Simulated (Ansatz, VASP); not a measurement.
# Two plane-wave programs on AlRu

```
Al Ru
1.0
     2.93176    0.00000    0.00000
     0.00000    2.93176    0.00000
     0.00000    0.00000    3.06570
Al Ru
1 1
Direct
  0.00000 0.00000 0.00000
  0.50000 0.50000 0.50000
```

Change from the starting cell: strain -0.015 along x and y, +0.030 along z, atoms carried along.

Alike in both runs: task single point; functional PBEsol; k mesh 20 × 20 × 20; occupations gaussian, width 0.15 eV; no spin polarisation.

|  | VASP | Ansatz |
| --- | --- | --- |
| version | VASP 6.6.1 | Ansatz 0.2.0 |
| potentials or method | VASP PAW PBE potentials, release 64 (Al, Ru_pv), cutoff 520 eV | scalar-relativistic, plane waves, PAW |
| valence electrons in the cell | 17 | 19 |

Ansatz gave:

```
gap on the k mesh at the Fermi level (eV)                     : none
pressure (GPa)                                                : 0.3
traceless stress, the component that is largest in VASP (GPa) : -5.16
```

Q: Which values does VASP return?

A: gap on the k mesh at the Fermi level (eV): none; pressure (GPa): 0.4; traceless stress, the component that is largest in VASP (GPa): -5.17.

VASP's potentials were made for PBE, not for PBEsol. A gap of «none» marks a metal or a gap that the smearing closes. With one functional, cell and mesh, what is left measures potentials, basis and numerics. VASP's potentials hold 17 valence electrons a cell and Ansatz's 19, so a difference there can come from the potentials and not from the codes.
